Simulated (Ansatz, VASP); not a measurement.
# Two plane-wave programs on Ag

```
Ag
1.0
    -1.65565    1.65565    1.65565
     1.65565   -1.65565    1.65565
     1.65565    1.65565   -1.65565
Ag
1
Direct
  0.00000 0.00000 0.00000
```

Alike in both runs: functional PBEsol; k mesh 6 × 6 × 6; occupations fermi-dirac, width 0.05 eV; no spin polarisation.

```csv
,VASP,Ansatz
version,VASP 6.6.1,Ansatz 0.2.0
potentials or method,"VASP PAW PBE potentials, release 64 (Ag)",Ansatz PAW
plane-wave cutoff (eV),520,420
valence electrons in the cell,11,19
task,single point,band structure
```

|  | VASP | Ansatz | Ansatz less VASP |
| --- | --- | --- | --- |
| gap on the k mesh at the Fermi level (eV) | none | none | - |
| pressure (GPa) | -7.2 | -7.2 | +0.03 |

VASP's potentials were made for PBE, not for PBEsol. A gap of «none» marks a metal or a gap that the smearing closes. VASP's potentials hold 11 valence electrons a cell and Ansatz's 19, so a difference there can come from the potentials and not from the codes.

The k mesh is coarse, so the values compare programs but aren't converged.
